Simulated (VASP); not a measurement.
**AlNi: single point with PBEsol**

Crystal: AlNi.

```xyz
6
Lattice="0.0000 -2.8618 0.0000 0.0000 0.0000 -2.8618 10.5855 -0.7155 -0.7155" Properties=species:S:1:pos:R:3 pbc="T T T"
Al    0.7155   -2.8618    0.0000
Al    3.5773   -2.8618    0.0000
Al    6.4391   -2.8618    0.0000
Ni    7.8700   -1.4309   -1.4309
Ni    2.1464   -1.4309   -1.4309
Ni    5.0082   -1.4309   -1.4309
```

```json
{"Program": "VASP 6.6.1", "Task": "single point", "Functional": "PBEsol", "Potentials or basis": "VASP PAW PBE potentials, release 64 (Al, Ni)", "Cutoff": "520 eV", "k mesh": "15 × 15 × 5", "Occupations": "gaussian, width 0.15 eV", "Spin": "no spin polarisation", "Dipole correction": "no", "Further INCAR settings": "ALGO = Fast; EDIFF = 1e-07; NBANDS = 28"}
```

- Pressure: -5.9 GPa
- Largest force: 0.911 eV/Å

Forces on the atoms (eV/Å):
```
Al  -0.453 -0.013 -0.013
Al   0.105  0.002  0.002
Al   0.911 -0.009 -0.009
Ni  -0.032  0.028  0.028
Ni  -0.358 -0.007 -0.007
Ni  -0.173 -0.002 -0.002
```

Stress tensor (GPa, compression positive):
```
-6.36 -0.06 -0.06
-0.06 -5.72  0.01
-0.06  0.01 -5.72
```

Levels at points of the mesh, in eV from the Fermi level:
```tsv
k point	band 15	band 16	band 17	band 18	band 19	band 20	band 21	band 22	band 23	band 24
(0.00, 0.00, 0.00)	-1.55	-1.45	-0.95	-0.95	-0.59	-0.39	2.97	3.55	6.08	6.08
```

Run time: 6.4 min on 1 thread of Intel(R) Xeon(R) 6975P-C (Granite Rapids), with other jobs on the host, peak memory 0.65 GiB.

Caveat: the PAW data sets were made with another functional, which shifts forces and pressure a little. Spin polarisation is off, so any magnetic state and its effect on volume and gap are missing.
